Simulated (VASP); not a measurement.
Here is a VASP 6.6.1 calculation.

The input POSCAR:

```
Ag2O3
1.0
    5.0889829200      0.0000000000      0.0000000000
    0.0000000000      5.0889829200      0.0000000000
    0.0000000000      0.0000000000      5.0889829200
Ag O
4 6
Direct
    0.2500000000      0.2500000000      0.2500000000
    0.2500000000      0.7500000000      0.7500000000
    0.7500000000      0.7500000000      0.2500000000
    0.7500000000      0.2500000000      0.7500000000
    0.5000000000      0.0000000000      0.0000000000
    0.5000000000      0.0000000000      0.5000000000
    0.0000000000      0.5000000000      0.0000000000
    0.5000000000      0.5000000000      0.0000000000
    0.0000000000      0.5000000000      0.5000000000
    0.0000000000      0.0000000000      0.5000000000
```

Contents of INCAR.step1:

```
  PREC = Accurate
  ENCUT = 520
  ISMEAR = -1
  SIGMA = 0.1
  LREAL = False
  LASPH = True
  NELM = 80
  NBANDS = 51
  GGA = PE
  ALGO = Normal
  EDIFF = 1E-4
  LWAVE = True
  LCHARG = False
```

INCAR.step2

```
  PREC = Accurate
  ENCUT = 520
  EDIFF = 1E-6
  ISMEAR = -1
  SIGMA = 0.1
  LREAL = False
  LASPH = True
  NELM = 80
  ALGO = Normal
  ISIF = 2
  LWAVE = False
  LCHARG = True
  METAGGA = R2SCAN
  LMIXTAU = True
  LELF = True
  LVHAR = True
  NBANDS = 51
  ISTART = 1
```

The input KPOINTS:

```
regular mesh
0
Gamma
  7 7 7
```

Potentials or basis: VASP PAW PBE potentials, release 64 (Ag, O).

The run is started by

```sh
$ cat potpaw_PBE.64/Ag/POTCAR potpaw_PBE.64/O/POTCAR > POTCAR
$ cp INCAR.step1 INCAR
$ mpirun -np 1 vasp_std > vasp.out
$ cp INCAR.step2 INCAR
$ mpirun -np 1 vasp_std > vasp.out
```

Estimate the pressure.

-5.2 GPa.

Predict the band gap on the k mesh.

zero (band 40 reaches 4.61 eV, above the bottom of band 41 at 3.83 eV).

Caveat: the PAW data sets were made with another functional, which shifts forces and pressure a little.
